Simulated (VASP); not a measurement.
A run of VASP 6.6.1 is set up as follows.

INCAR

```
PREC     = Accurate       # precision mode
ENCUT    = 500            # plane-wave cutoff, eV
EDIFF    = 1E-6           # SCF threshold, eV
ISMEAR   = -1             # smearing method
SIGMA    = 0.05           # smearing width, eV
LREAL    = False          # projectors in reciprocal space
LASPH    = True           # aspherical terms in the spheres
NELM     = 120            # most SCF steps
ALGO     = Normal         # electronic algorithm
ISIF     = 2              # what is computed and relaxed
LWAVE    = False          # write WAVECAR
LCHARG   = True           # write CHGCAR
GGA      = PE             # functional
LELF     = True           # ELF
LVHAR    = True         
NBANDS   = 17             # bands
GGA_COMPAT= False
```

File KPOINTS:

```
Automatic mesh
0
Gamma
  11 11 11
```

Contents of POSCAR:

```
SnSe
1.0
    0.0000000000      3.3889699714      3.3889699714
    3.3889699714      0.0000000000      3.3889699714
    3.3889699714      3.3889699714      0.0000000000
Sn Se
1 1
Direct
    0.0000000000      0.0000000000      0.0000000000
    0.2500000000      0.2500000000      0.2500000000
```

Potentials or basis: VASP PAW PBE potentials, release 64 (Sn_d, Se).

The run is started by

```bash
$ cat potpaw_PBE.64/Sn_d/POTCAR potpaw_PBE.64/Se/POTCAR > POTCAR
$ mpirun -np 1 vasp_std > vasp.out
```

(1) Predict the band gap on the k mesh.

(2) Estimate the pressure.

Results:

(1) 0.16 eV, indirect (least direct gap 0.70 eV).

(2) 0.0 GPa.

Caveat: spin-orbit coupling is left out, which moves the levels of the heavy elements.
